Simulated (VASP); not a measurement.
# Os (P6_3/mmc) in VASP: further runs, part 2 of 2

VASP 6.6.1. Earlier steps stand in the parts before.

**3. Electric field gradients, r2SCAN**

POSCAR reads:

```
Os
1.0
    2.7341000000      0.0000000000      0.0000000000
   -1.3670500000      2.3678000565      0.0000000000
    0.0000000000      0.0000000000      4.3197000000
Os
2
Direct
    0.3333333333      0.6666666667      0.2500000000
    0.6666666667      0.3333333333      0.7500000000
```

INCAR.step1 reads:

```
SYSTEM = Os
ALGO = Normal
EDIFF = 1E-5
ENCUT = 460
GGA = PE
GGA_COMPAT = .False.
ISMEAR = -1
LASPH = .True.
LCHARG = .False.
LREAL = .False.
LWAVE = .True.
NBANDS = 23
NELM = 120
PREC = Accurate
SIGMA = 0.05
```

INCAR.step2 reads:

```
SYSTEM = Os
ALGO = Normal
EDIFF = 1E-8
ENCUT = 460
GGA_COMPAT = .False.
ISIF = 2
ISMEAR = -1
ISTART = 1
LASPH = .True.
LCHARG = .False.
LEFG = .True.
LMIXTAU = .True.
LREAL = .False.
LWAVE = .False.
METAGGA = R2SCAN
NBANDS = 23
NELM = 120
PREC = Accurate
SIGMA = 0.05
```

KPOINTS reads:

```
k-points
0
Gamma
  13 13 7
  0 0 0
```

Potentials or basis: VASP PAW PBE potentials, release 64 (Os_sv_GW).

Command:

```
cat potpaw_PBE.64/Os_sv_GW/POTCAR > POTCAR
cp INCAR.step1 INCAR
mpirun -np 1 vasp_std > vasp.out
cp INCAR.step2 INCAR
mpirun -np 1 vasp_std > vasp.out
```

OUTCAR:

```text
SYSTEM = Os
   EDIFF = 1E-8
   ENCUT = 460
   ISIF = 2
   ISMEAR = -1
   ISTART = 1
   LASPH = .True.
   LREAL = .False.
   METAGGA = R2SCAN
   NELM = 120
   PREC = Accurate

 ion  position               nearest neighbor table
   1  0.333  0.667  0.250-   2 2.68   2 2.68   2 2.68   2 2.68   2 2.68   2 2.68
   2  0.667  0.333  0.750-   1 2.68   1 2.68   1 2.68   1 2.68   1 2.68   1 2.68

  LATTYP: Found a hexagonal cell.
 ALAT       =     2.7341000000
 C/A-ratio  =     1.5799348963

  Lattice vectors:

 A1 = (   2.7341000000,   0.0000000000,   0.0000000000)
 A2 = (  -1.3670500000,   2.3678000565,   0.0000000000)
 A3 = (   0.0000000000,   0.0000000000,   4.3197000000)

Analysis of symmetry for initial positions (statically):
=====================================================================
 Subroutine PRICEL returns:
 Original cell was already a primitive cell.

 Routine SETGRP: Setting up the symmetry group for a
 hexagonal supercell.

 Subroutine GETGRP returns: Found 24 space group operations
 (whereof 12 operations were pure point group operations)
 out of a pool of 24 trial point group operations.

The static configuration has the point symmetry D_3d.
 The point group associated with its full space group is D_6h.

Analysis of symmetry for dynamics (positions and initial velocities):
=====================================================================
 Subroutine PRICEL returns:
 Original cell was already a primitive cell.

 Routine SETGRP: Setting up the symmetry group for a
 hexagonal supercell.

 Subroutine GETGRP returns: Found 24 space group operations
 (whereof 12 operations were pure point group operations)
 out of a pool of 24 trial point group operations.

[... 158 lines left out ...]
      1     -75.1225      2.00000
      2     -74.9920      2.00000
      3     -34.5344      2.00000
      4     -33.5332      2.00000
      5     -33.5332      2.00000
      6     -33.3450      2.00000
[... 613 lines left out ...]
     22      28.8812      0.00000
     23      31.0000      0.00000

 [... further k-points ...]

------------------------ aborting loop because EDIFF is reached ----------------------------------------

  FORCE on cell =-STRESS in cart. coord.  units (eV):
  Direction    XX          YY          ZZ          XY          YZ          ZX
  --------------------------------------------------------------------------------------
  -------------------------------------------------------------------------------------
  Total       -0.2045720     -0.2045720     -0.5480496     -0.0000000      0.0000000     -0.0000000
  in kB      -11.7204373    -11.7204373    -31.3991153     -0.0000000      0.0000000     -0.0000000
  external PRESSURE =     -18.2799966 kB  Pullay stress =       0.0000000 kB

 VOLUME and BASIS-vectors are now :
 -----------------------------------------------------------------------------
  energy-cutoff  :      460.00
  volume of cell :       27.96
      direct lattice vectors                 reciprocal lattice vectors
     2.734100000  0.000000000  0.000000000     0.365751070  0.211166479  0.000000000
    -1.367050000  2.367800057  0.000000000     0.000000000  0.422332957  0.000000000
     0.000000000  0.000000000  4.319700000     0.000000000  0.000000000  0.231497558

 POSITION                                       TOTAL-FORCE (eV/Angst)
 -----------------------------------------------------------------------------------
     -0.00000      1.57853      1.07993        -0.000000     -0.000000      0.000000
      1.36705      0.78927      3.23977         0.000000      0.000000      0.000000
 -----------------------------------------------------------------------------------
    total drift:                               -0.000000      0.000000     -0.000000

  FREE ENERGIE OF THE ION-ELECTRON SYSTEM (eV)
  ---------------------------------------------------
  free  energy   TOTEN  =      -108.1783881498 eV

  energy  without entropy=     -108.1699121366  energy(sigma->0) =     -108.17415014

 Electric field gradients (V/A^2)
---------------------------------------------------------------------
 ion       V_xx      V_yy      V_zz      V_xy      V_xz      V_yz
---------------------------------------------------------------------
   1      35.483    35.483   -70.966    -0.000     0.000    -0.000
   2      35.483    35.483   -70.966    -0.000    -0.000     0.000
---------------------------------------------------------------------

 Electric field gradients after diagonalization (V/A^2)
 (convention: |V_zz| > |V_xx| > |V_yy|)
----------------------------------------------------------------------
 ion       V_xx      V_yy      V_zz     asymmetry (V_yy - V_xx)/ V_zz
----------------------------------------------------------------------
   1      35.483    35.483   -70.966       0.000
   2      35.483    35.483   -70.966       0.000
----------------------------------------------------------------------

           NMR quadrupolar parameters

 Cq : quadrupolar parameter    Cq=e*Q*V_zz/h
 eta: asymmetry parameters     (V_yy - V_xx)/ V_zz
 Q  : nuclear electric quadrupole moment in mb (millibarn)
----------------------------------------------------------------------
 ion       Cq(MHz)       eta       Q (mb)
----------------------------------------------------------------------
   1      -0.172       0.000       1.000
   2      -0.172       0.000       1.000
----------------------------------------------------------------------
```

OSZICAR.step1:

```text
N       E                     dE             d eps       ncg     rms          rms(c)
DAV:   1     0.274017260052E+03    0.27402E+03   -0.21637E+04  4183   0.135E+03
DAV:   2    -0.189748294325E+02   -0.29299E+03   -0.27882E+03  4693   0.438E+02
DAV:   3    -0.269202186783E+02   -0.79454E+01   -0.78966E+01  4592   0.692E+01
DAV:   4    -0.269441595448E+02   -0.23941E-01   -0.23934E-01  4384   0.419E+00
DAV:   5    -0.269442441129E+02   -0.84568E-04   -0.84562E-04  4634   0.208E-01    0.110E+02
DAV:   6    -0.249841551664E+02    0.19601E+01   -0.30444E+00  4256   0.132E+01    0.579E+01
DAV:   7    -0.247366987755E+02    0.24746E+00   -0.14243E+00  4620   0.853E+00    0.102E+01
DAV:   8    -0.247018715884E+02    0.34827E-01   -0.13618E-01  4249   0.325E+00    0.454E-01
DAV:   9    -0.247017510391E+02    0.12055E-03   -0.17231E-03  4599   0.310E-01    0.542E-01
DAV:  10    -0.247016033115E+02    0.14773E-03   -0.19887E-04  4270   0.160E-01    0.384E-01
DAV:  11    -0.247016075284E+02   -0.42169E-05   -0.20517E-06  2597   0.165E-02
   1 F= -.24701608E+02 E0= -.24697457E+02  d E =-.830033E-02
```

It took 2.4 min on 1 thread of Intel Xeon Platinum 8375C at 2.90GHz (Ice Lake), shared host; peak memory 0.17 GiB.

Results:

* Free energy: -108.1784 eV
* Pressure: -1.8 GPa
* Band gap on the k mesh: zero (band 16 reaches 15.78 eV, above the bottom of band 17 at 11.79 eV)

Stress tensor (GPa, compression positive):
```
-1.17  0.00  0.00
 0.00 -1.17  0.00
 0.00  0.00 -3.14
```

Levels at points of the mesh, in eV from the Fermi level:
```
           k point  band 13  band 14  band 15  band 16  band 17  band 18  band 19  band 20
(0.00, 0.00, 0.00)    -2.96    -2.37    -2.37    -1.70    -1.70    -0.10     1.69     1.69
```

Electric field gradients, principal values (V/Å²):
| atom | least | middle | greatest (by size) |
| --- | --- | --- | --- |
| 1 Os | 35.483 | 35.483 | -70.966 |
| 2 Os | 35.483 | 35.483 | -70.966 |

Caveat: without QUAD_EFG the Cq values of the log hold for a quadrupole moment of 1 mb, not for the nuclei; the PAW data sets were made with another functional, which shifts forces and pressure a little; spin-orbit coupling is left out, which moves the levels of the heavy elements.
